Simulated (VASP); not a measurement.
Here is a VASP 6.6.1 calculation.

The input INCAR:

```
SYSTEM = GaP
  ALGO = Normal
  EDIFF = 1E-7
  ENCUT = 520
  GGA = PE
  ISIF = 2
  ISMEAR = -1
  LASPH = .TRUE.
  LCHARG = .FALSE.
  LREAL = .FALSE.
  LWAVE = .FALSE.
  NBANDS = 16
  NELM = 60
  PREC = Accurate
  SIGMA = 0.02
```

Contents of KPOINTS:

```
k-points
0
G
  8 8 8
  0 0 0
```

The input POSCAR:

```
GaP
1.0
    0.0000000000      2.7253993001      2.7253993001
    2.6144755486      0.0000000000      2.7253993001
    2.6144755486      2.7253993001      0.0000000000
Ga P
1 1
Direct
    0.0000000000      0.0000000000      0.0000000000
    0.2500000000      0.2500000000      0.2500000000
```

Potentials or basis: VASP PAW PBE potentials, release 64 (Ga_d, P).

The run is started by

```sh
$ cat potpaw_PBE.64/Ga_d/POTCAR potpaw_PBE.64/P/POTCAR > POTCAR
$ mpirun -np 1 vasp_std > vasp.out
```

Question: What does it give for the pressure?

Answer: 6.4 GPa.

Question: Estimate the band gap on the k mesh.

Answer: 1.17 eV, indirect (least direct gap 2.01 eV).

Stress tensor (GPa, compression positive):
```
8.25 0.00 0.00
0.00 5.45 0.00
0.00 0.00 5.45
```

Caveat: the cell differs from its parent crystal (uniaxial x strain -4.1%). A k mesh can miss the band edges.
